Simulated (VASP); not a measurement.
Runs of VASP 6.6.1 on SnP4. The structure is that of space group Pm-3m (No. 221), or close to it. The cells are those of the table. The cell was generated, and may not be a known phase.

```csv
task,cell,k mesh,cutoff (eV),gap on the mesh (eV),pressure (GPa),relaxed volume (Å³/atom)
single point,"a = 4.978 Å, 5 atoms",8 × 8 × 8,520,none,0.0,-
single point,"a = 4.792 Å, 5 atoms",4 × 4 × 4,520,none,7.2,-
relaxation of cell and atoms,"relaxed from a = 4.962 Å, 5 atoms",8 × 8 × 8,600,none,0.0,(a)
single point,"a = 4.962 Å, 5 atoms",4 × 4 × 4,520,none,0.1,-
relaxation of cell and atoms,"relaxed from a = 4.792 Å, 5 atoms",4 × 4 × 4,600,none,0.0,24.45
```

Alike in all rows: level PBE; potentials or basis VASP PAW PBE potentials, release 64 (Sn_d, P); no spin polarisation; smearing gaussian 0.1 eV.

Question: Estimate the missing entries.

Answer: (a) 24.67.

Caveats: spin-orbit coupling is left out, which moves the levels of the heavy elements; the cell stands under pressure (at least some runs).

A k mesh can miss the band edges, and the runs leave out spin-orbit coupling on Sn.

A gap of «none» marks levels without a gap at the run's occupations.
